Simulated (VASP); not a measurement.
# CdTe (I-4m2) in VASP: further runs

Runs on CdTe. Level: r2SCAN. Tasks: single point.

Everything below comes from runs of VASP 6.6.1. Logs are shortened: lines on timing, memory, paths and dates and some standing lists are left out, and cuts for length are marked.

**1. The cell of the first run**

The structure is tetragonal, space group I-4m2 (No. 119). The conventional cell has a = 4.533 Å, b = 4.533 Å, c = 6.602 Å, α = 90.00°, β = 90.00°, γ = 90.00°. Within 3.7 Å of Cd (site symmetry -4m2) lie 4 Te at 2.80 Å. Within 3.7 Å of Te (site symmetry -4m2) lie 4 Cd at 2.80 Å.

**2. Single point, r2SCAN (strain +0.0300 x Voigt [0, 0, 1, 0, 0, 0])**

Contents of POSCAR:

```
CdTe
1.0
    0.0000000000      3.2050000000      3.3011500000
    3.2050000000      0.0000000000      3.3011500000
    3.2050000000      3.2050000000      0.0000000000
Cd Te
1 1
Direct
    0.0000000000      0.0000000000      0.0000000000
    0.7500000000      0.7500000000      0.7500000000
```

Contents of INCAR.step1:

```
PREC = Accurate ; ENCUT = 520
ISMEAR = 0 ; SIGMA = 0.05
LREAL = False ; LASPH = True
NELM = 80 ; NBANDS = 16
GGA = PE ; ALGO = Normal
EDIFF = 1E-4 ; LWAVE = True
LCHARG = False
```

Contents of INCAR.step2:

```
PREC = Accurate ; ENCUT = 520
EDIFF = 1E-6 ; ISMEAR = 0
SIGMA = 0.05 ; LREAL = False
LASPH = True ; NELM = 80
ALGO = Normal ; ISIF = 2
LWAVE = False ; LCHARG = False
METAGGA = R2SCAN ; LMIXTAU = True
NBANDS = 16 ; ISTART = 1
```

Contents of KPOINTS:

```
regular mesh
0
Gamma
  8 8 8
```

Potentials or basis: VASP PAW PBE potentials, release 64 (Cd, Te).

The run is started by

```sh
> cat potpaw_PBE.64/Cd/POTCAR potpaw_PBE.64/Te/POTCAR > POTCAR
> cp INCAR.step1 INCAR
> mpirun -np 1 vasp_std > vasp.out
> cp INCAR.step2 INCAR
> mpirun -np 1 vasp_std > vasp.out
```

OUTCAR:

```text
PREC = Accurate
   ENCUT = 520
   EDIFF = 1E-6
   ISMEAR = 0
   LREAL = False
   LASPH = True
   NELM = 80
   ISIF = 2
   METAGGA = R2SCAN
   ISTART = 1

 ion  position               nearest neighbor table
   1  0.000  0.000  0.000-   2 2.80   2 2.80   2 2.80   2 2.80
   2  0.750  0.750  0.750-   1 2.80   1 2.80   1 2.80   1 2.80

  LATTYP: Found a body centered tetragonal cell.
 ALAT       =     4.5325544674
 C/A-ratio  =     1.4566399692

  Lattice vectors:

 A1 = (  -3.2050000000,   0.0000000000,   3.3011500000)
 A2 = (   3.2050000000,   0.0000000000,   3.3011500000)
 A3 = (   0.0000000000,   3.2050000000,  -3.3011500000)

Analysis of symmetry for initial positions (statically):
=====================================================================
 Subroutine PRICEL returns:
 Original cell was already a primitive cell.

 Routine SETGRP: Setting up the symmetry group for a
 body centered tetragonal supercell.

 Subroutine GETGRP returns: Found  8 space group operations
 (whereof  8 operations were pure point group operations)
 out of a pool of 16 trial point group operations.

The static configuration has the point symmetry D_2d.

Analysis of symmetry for dynamics (positions and initial velocities):
=====================================================================
 Subroutine PRICEL returns:
 Original cell was already a primitive cell.

 Routine SETGRP: Setting up the symmetry group for a
 body centered tetragonal supercell.

 Subroutine GETGRP returns: Found  8 space group operations
 (whereof  8 operations were pure point group operations)
 out of a pool of 16 trial point group operations.

The dynamic configuration has the point symmetry D_2d.

 Subroutine INISYM returns: Found  8 space group operations
 (whereof  8 operations are pure point group operations),
 and found     1 'primitive' translations

----------------------------------------------------------------------------------------

                                     Primitive cell

  volume of cell :      67.8190

  direct lattice vectors                    reciprocal lattice vectors
     0.000000000  3.205000000  3.301150000    -0.156006240  0.156006240  0.151462369
     3.205000000  0.000000000  3.301150000     0.156006240 -0.156006240  0.151462369
     3.205000000  3.205000000  0.000000000     0.156006240  0.156006240 -0.151462369

  length of vectors
     4.601045134  4.601045134  4.532554467     0.267613048  0.267613048  0.267613048
[... 75 lines left out ...]
   ISPIN  =      1    spin polarized calculation?
   LNONCOLLINEAR =      F non collinear calculations
   LSORBIT =      F    spin-orbit coupling
   LASPH  =      T    aspherical Exc in radial PAW
   ENCUT  =  520.0 eV  38.22 Ry    6.18 a.u.   8.55  8.55  8.43*2*pi/ulx,y,z
   NELM   =     80;   NELMIN=  2; NELMDL=  0     # of ELM steps
   EDIFF  = 0.1E-05   stopping-criterion for ELM
   LREAL  =      F    real-space projection
   EDIFFG = 0.1E-04   stopping-criterion for IOM
   NSW    =      0    number of steps for IOM
   IBRION =     -1    ionic relax: 0-MD 1-quasi-New 2-CG
   NFREE  =      0    steps in history (QN), initial steepest desc. (CG)
   ISIF   =      2    stress and relaxation
   ISYM   =      2    0-nonsym 1-usesym 2-fastsym
   POTIM  = 0.5000    time-step for ionic-motion
   TEBEG  =    0.0;   TEEND  =   0.0 temperature during run
   PSTRESS=    0.0 pullay stress
   NELECT =      18.0000    total number of electrons
   NUPDOWN=      -1.0000    fix difference up-down
   EMIN   =  10.00;   EMAX   =-10.00  energy-range for DOS
   EFERMI =   0.00;   METHOD = LEGACY
   ISMEAR =     0;   SIGMA  =   0.05  broadening in eV -4-tet -1-fermi 0-gaus
   EFERMI_NEDOS =   21; number of points for ismear=-14 and -15
   IALGO  =     38    algorithm
   IMIX   =      4    mixing-type and parameters
     AMIX     =   0.40;   BMIX     =  1.00
     AMIX_MAG =   1.60;   BMIX_MAG =  1.00
  volume/ion in A,a.u.               =      33.91       228.83
  Fermi-wavevector in a.u.,A,eV,Ry     =   1.052080  1.988142 15.059898  1.106871
  Thomas-Fermi vector in A             =   2.187148
   LORBIT       =      0    0 simple, 1 ext, 2 COOP (PROOUT), +10 PAW based schemes
   METAGGA = R2SCAN    functional components
   LHFCALC =     F    Hartree Fock is set to
   AEXX    =    0.0000 exact exchange contribution
   IVDW    =     0    specifies the selected vdW correction
   LEPSILON=     F    determine dielectric tensor
   LRPA    =     F    only Hartree local field effects (RPA)
 non-spin polarized calculation
 Gauss-broadening in eV      SIGMA  =   0.05
  energy-cutoff  :      520.00
  volume of cell :       67.82
 maximum number of plane-waves:      1849
 NGX is ok and might be reduce to    36
   NGX = 17   NGY = 17   NGZ = 17

 number of electron      17.9999998 magnetization

 Free energy of the ion-electron system (eV)
  ---------------------------------------------------
  ext. energy  EPLUGINS =         0.00000000
  ---------------------------------------------------
  free energy    TOTEN  =       -46.62748473 eV

  energy without entropy =      -46.62748473  energy(sigma->0) =      -46.62748473

 E-fermi :   2.3841     XC(G=0):  -9.1212

 val. band max:        2.1672536533   @ k =   0.0000   0.0000   0.0000
 cond. band min:       3.4141632112   @ k =   0.0000   0.0000   0.0000
 fundamental gap:      1.2469095579
 Fermi energy:         2.3840858041

 k-point     1 :       0.0000    0.0000    0.0000
  band No.  band energies     occupation
      1      -9.4154      2.00000
      2      -6.4445      2.00000
      3      -6.4366      2.00000
      4      -6.4366      2.00000
      5      -6.1537      2.00000
      6      -6.1502      2.00000
[... 433 lines left out ...]
      3      -6.3625      2.00000
      4      -6.1800      2.00000
      5      -6.1395      2.00000
      6      -5.9898      2.00000
[... 8 lines left out ...]
     15      11.8660      0.00000
     16      12.5226      0.00000

 [... further k-points ...]
[... 5 lines left out ...]
  --------------------------------------------------------------------------------------
  -------------------------------------------------------------------------------------
  Total        0.8420756      0.8420756      0.6331993      0.0000000      0.0000000      0.0000000
  in kB       19.8934597     19.8934597     14.9588999      0.0000000      0.0000000      0.0000000
  external PRESSURE =      18.2486064 kB  Pullay stress =       0.0000000 kB

 VOLUME and BASIS-vectors are now :
 -----------------------------------------------------------------------------
  energy-cutoff  :      520.00
  volume of cell :       67.82
      direct lattice vectors                 reciprocal lattice vectors
     0.000000000  3.205000000  3.301150000    -0.156006240  0.156006240  0.151462369
     3.205000000  0.000000000  3.301150000     0.156006240 -0.156006240  0.151462369
     3.205000000  3.205000000  0.000000000     0.156006240  0.156006240 -0.151462369

 POSITION                                       TOTAL-FORCE (eV/Angst)
 -----------------------------------------------------------------------------------
      0.00000      0.00000      0.00000         0.000000      0.000000      0.000000
      4.80750      4.80750      4.95172        -0.000000     -0.000000     -0.000000
 -----------------------------------------------------------------------------------
    total drift:                                0.000001      0.000001      0.000002

  FREE ENERGIE OF THE ION-ELECTRON SYSTEM (eV)
  ---------------------------------------------------
  free  energy   TOTEN  =       -46.6274847254 eV

  energy  without entropy=      -46.6274847254  energy(sigma->0) =      -46.62748473
```

OUTCAR.step1:

```text
PREC = Accurate
   ENCUT = 520
   ISMEAR = 0
   LREAL = False
   LASPH = True
[... 679 lines left out ...]
      0.00000      0.00000      0.00000        -0.000000     -0.000000      0.000000
      4.80750      4.80750      4.95172         0.000000      0.000000     -0.000000
 -----------------------------------------------------------------------------------
    total drift:                               -0.000000     -0.000000      0.000001

  FREE ENERGIE OF THE ION-ELECTRON SYSTEM (eV)
  ---------------------------------------------------
  free  energy   TOTEN  =        -4.7693802630 eV

  energy  without entropy=       -4.7693802630  energy(sigma->0) =       -4.76938026
```

Wall time 2.8 min (1 thread of Intel Xeon 6975P-C, shared host); peak memory 0.26 GiB.

What came out:

| Item | Value |
| --- | --- |
| Free energy | -46.6275 eV |
| Pressure | 1.8 GPa |
| Band gap on the k mesh | 1.25 eV, direct |

Levels at points of the mesh, in eV from the valence-band top:
```
           k point  band 6  band 7  band 8  band 9  band 10  band 11  band 12  band 13
(0.00, 0.00, 0.00)   -8.32   -0.11    0.00    0.00     1.25     4.99     4.99     5.00
(0.50, 0.00, 0.00)   -7.94   -4.55   -0.91   -0.75     2.20     5.47     5.64     7.40
(0.50, 0.50, 0.00)   -7.83   -4.50   -1.87   -1.87     2.92     3.11     9.30     9.81
(0.50, 0.00, 0.50)   -7.77   -4.35   -2.02   -1.98     2.80     2.87     9.52     9.66
```

Caveat: the cell differs from its parent crystal (strain +0.0300 x Voigt [0, 0, 1, 0, 0, 0]); the PAW data sets were made with another functional, which shifts forces and pressure a little; spin-orbit coupling is left out, which moves the levels of the heavy elements.

**3. Single point, r2SCAN (strain +0.0450 x Voigt [0, 0, 1, 0, 0, 0])**

Contents of POSCAR:

```
CdTe
1.0
    0.0000000000      3.2050000000      3.3492250000
    3.2050000000      0.0000000000      3.3492250000
    3.2050000000      3.2050000000      0.0000000000
Cd Te
1 1
Direct
    0.0000000000      0.0000000000      0.0000000000
    0.7500000000      0.7500000000      0.7500000000
```

Contents of INCAR.step1:

```
SYSTEM = CdTe
PREC = Accurate ; ENCUT = 520
ISMEAR = 0 ; SIGMA = 0.05
LREAL = .False. ; LASPH = .True.
NELM = 60 ; NBANDS = 16
GGA = PE ; ALGO = Normal
EDIFF = 1E-4 ; LWAVE = .True.
LCHARG = .False.
```

Contents of INCAR.step2:

```
SYSTEM = CdTe
PREC = Accurate ; ENCUT = 520
EDIFF = 1E-6 ; ISMEAR = 0
SIGMA = 0.05 ; LREAL = .False.
LASPH = .True. ; NELM = 60
ALGO = Normal ; ISIF = 2
LWAVE = .False. ; LCHARG = .False.
METAGGA = R2SCAN ; LMIXTAU = .True.
NBANDS = 16 ; ISTART = 1
```

Contents of KPOINTS:

```
regular mesh
0
Gamma
  8 8 8
  0 0 0
```

Potentials or basis: VASP PAW PBE potentials, release 64 (Cd, Te).

The run is started by

```sh
> cat potpaw_PBE.64/Cd/POTCAR potpaw_PBE.64/Te/POTCAR > POTCAR
> cp INCAR.step1 INCAR
> mpirun -np 1 vasp_std > vasp.out
> cp INCAR.step2 INCAR
> mpirun -np 1 vasp_std > vasp.out
```

It took 2.4 min on 1 thread of Intel Xeon 6975P-C, shared host; peak memory 0.26 GiB.

The run converged. Its results:

| Item | Value |
| --- | --- |
| Free energy | -46.6339 eV |
| Pressure | 1.1 GPa |
| Band gap on the k mesh | 1.18 eV, direct |

Stress tensor (GPa, compression positive):
```
1.39 0.00 0.00
0.00 1.39 0.00
0.00 0.00 0.60
```

Levels at points of the mesh, in eV from the valence-band top:
```
           k point  band 7  band 8  band 9  band 10  band 11  band 12
(0.00, 0.00, 0.00)   -0.16    0.00    0.00     1.18     4.99     4.99
(0.50, 0.00, 0.00)   -4.48   -0.94   -0.71     2.15     5.43     5.68
(0.50, 0.50, 0.00)   -4.49   -1.79   -1.79     2.98     3.17     9.12
(0.50, 0.00, 0.50)   -4.27   -2.02   -1.95     2.79     2.82     9.43
```

Caveat: the cell differs from its parent crystal (strain +0.0450 x Voigt [0, 0, 1, 0, 0, 0]); the PAW data sets were made with another functional, which shifts forces and pressure a little; spin-orbit coupling is left out, which moves the levels of the heavy elements.

**4. Single point, r2SCAN (strain +0.0525 x Voigt [0, 0, 1, 0, 0, 0])**

Contents of POSCAR:

```
CdTe
1.0
    0.0000000000      3.2050000000      3.3732625000
    3.2050000000      0.0000000000      3.3732625000
    3.2050000000      3.2050000000      0.0000000000
Cd Te
1 1
Direct
    0.0000000000      0.0000000000      0.0000000000
    0.7500000000      0.7500000000      0.7500000000
```

Contents of INCAR.step1:

```
PREC     = Accurate       # precision mode
ENCUT    = 520            # plane-wave cutoff, eV
ISMEAR   = 0              # smearing method
SIGMA    = 0.05           # smearing width, eV
LREAL    = F              # projectors in reciprocal space
LASPH    = T              # aspherical terms in the spheres
NELM     = 60             # most SCF steps
NBANDS   = 16             # bands
GGA      = PE             # functional
ALGO     = Normal         # electronic algorithm
EDIFF    = 1E-4           # SCF threshold, eV
LWAVE    = T              # write WAVECAR
LCHARG   = F              # write CHGCAR
```

Contents of INCAR.step2:

```
PREC     = Accurate       # precision mode
ENCUT    = 520            # plane-wave cutoff, eV
EDIFF    = 1E-6           # SCF threshold, eV
ISMEAR   = 0              # smearing method
SIGMA    = 0.05           # smearing width, eV
LREAL    = F              # projectors in reciprocal space
LASPH    = T              # aspherical terms in the spheres
NELM     = 60             # most SCF steps
ALGO     = Normal         # electronic algorithm
ISIF     = 2              # what is computed and relaxed
LWAVE    = F              # write WAVECAR
LCHARG   = F              # write CHGCAR
METAGGA  = R2SCAN         # meta-GGA
LMIXTAU  = T            
NBANDS   = 16             # bands
ISTART   = 1
```

Contents of KPOINTS:

```
regular mesh
0
Gamma
  8 8 8
```

Potentials or basis: VASP PAW PBE potentials, release 64 (Cd, Te).

The run is started by

```sh
> cat potpaw_PBE.64/Cd/POTCAR potpaw_PBE.64/Te/POTCAR > POTCAR
> cp INCAR.step1 INCAR
> mpirun -np 1 vasp_std > vasp.out
> cp INCAR.step2 INCAR
> mpirun -np 1 vasp_std > vasp.out
```

OUTCAR:

```text
PREC = Accurate
   ENCUT = 520
   EDIFF = 1E-6
   ISMEAR = 0
   LREAL = F
   LASPH = T
   NELM = 60
   ISIF = 2
   METAGGA = R2SCAN
   ISTART = 1

 ion  position               nearest neighbor table
   1  0.000  0.000  0.000-   2 2.83   2 2.83   2 2.83   2 2.83
   2  0.750  0.750  0.750-   1 2.83   1 2.83   1 2.83   1 2.83

  LATTYP: Found a body centered tetragonal cell.
 ALAT       =     4.5325544674
 C/A-ratio  =     1.4884597744

  Lattice vectors:

[... 192 lines left out ...]
      6      -6.2920      2.00000
[... 433 lines left out ...]
      3      -6.4892      2.00000
      4      -6.3220      2.00000
      5      -6.2831      2.00000
      6      -6.1289      2.00000
[... 8 lines left out ...]
     15      11.6285      0.00000
     16      12.3318      0.00000

 [... further k-points ...]
[... 5 lines left out ...]
  --------------------------------------------------------------------------------------
  -------------------------------------------------------------------------------------
  Total        0.4797834      0.4797834      0.0740027      0.0000000      0.0000000      0.0000000
  in kB       11.0922489     11.0922489      1.7108894      0.0000000      0.0000000      0.0000000
  external PRESSURE =       7.9651290 kB  Pullay stress =       0.0000000 kB

 VOLUME and BASIS-vectors are now :
 -----------------------------------------------------------------------------
  energy-cutoff  :      520.00
  volume of cell :       69.30
      direct lattice vectors                 reciprocal lattice vectors
     0.000000000  3.205000000  3.373262500    -0.156006240  0.156006240  0.148224456
     3.205000000  0.000000000  3.373262500     0.156006240 -0.156006240  0.148224456
     3.205000000  3.205000000  0.000000000     0.156006240  0.156006240 -0.148224456

 POSITION                                       TOTAL-FORCE (eV/Angst)
 -----------------------------------------------------------------------------------
      0.00000      0.00000      0.00000        -0.000000     -0.000000      0.000000
      4.80750      4.80750      5.05989         0.000000      0.000000     -0.000000
 -----------------------------------------------------------------------------------
    total drift:                                0.000002      0.000002      0.000002

  FREE ENERGIE OF THE ION-ELECTRON SYSTEM (eV)
  ---------------------------------------------------
  free  energy   TOTEN  =       -46.6350917454 eV

  energy  without entropy=      -46.6350917454  energy(sigma->0) =      -46.63509175
```

Wall time 2.5 min (1 thread of Intel Xeon 6975P-C, shared host); peak memory 0.26 GiB.

Results:

| Property | Result |
| --- | --- |
| Free energy | -46.6351 eV |
| Pressure | 0.8 GPa |
| Band gap on the k mesh | 1.14 eV, direct |

Levels at points of the mesh, in eV from the valence-band top:
```
           k point  band 5  band 6  band 7  band 8  band 9  band 10  band 11  band 12  band 13  band 14
(0.00, 0.00, 0.00)   -8.29   -8.29   -0.19    0.00    0.00     1.14     4.99     4.99     5.01     7.84
(0.50, 0.00, 0.00)   -8.28   -7.93   -4.44   -0.95   -0.69     2.13     5.42     5.70     7.36     9.07
(0.50, 0.50, 0.00)   -8.26   -7.85   -4.48   -1.75   -1.75     3.01     3.20     9.03     9.67     9.67
(0.50, 0.00, 0.50)   -8.26   -7.76   -4.23   -2.01   -1.94     2.79     2.80     9.39     9.39     9.73
```

Caveat: the cell differs from its parent crystal (strain +0.0525 x Voigt [0, 0, 1, 0, 0, 0]); the PAW data sets were made with another functional, which shifts forces and pressure a little; spin-orbit coupling is left out, which moves the levels of the heavy elements.

**5. Overview**

| cell | gap on the mesh (eV) | pressure (GPa) |
| --- | --- | --- |
| a = 4.601, b = 4.601, c = 4.533 Å, angles 60.5, 60.5, 59.0°, 2 atoms | 1.25 | 1.8 |
| a = 4.636, b = 4.636, c = 4.533 Å, angles 60.7, 60.7, 58.5°, 2 atoms | 1.18 | 1.1 |
| a = 4.653, b = 4.653, c = 4.533 Å, angles 60.9, 60.9, 58.3°, 2 atoms | 1.14 | 0.8 |

Alike in all rows: task single point; level r2SCAN; potentials or basis VASP PAW PBE potentials, release 64 (Cd, Te); no spin polarisation; k mesh 8 × 8 × 8; cutoff (eV) 520; smearing gaussian 0.05 eV.

Caveats: the PAW data sets were made with another functional, which shifts forces and pressure a little; spin-orbit coupling is left out, which moves the levels of the heavy elements.

Total energies depend on the potentials used, so only differences within one code and one set of settings carry meaning.
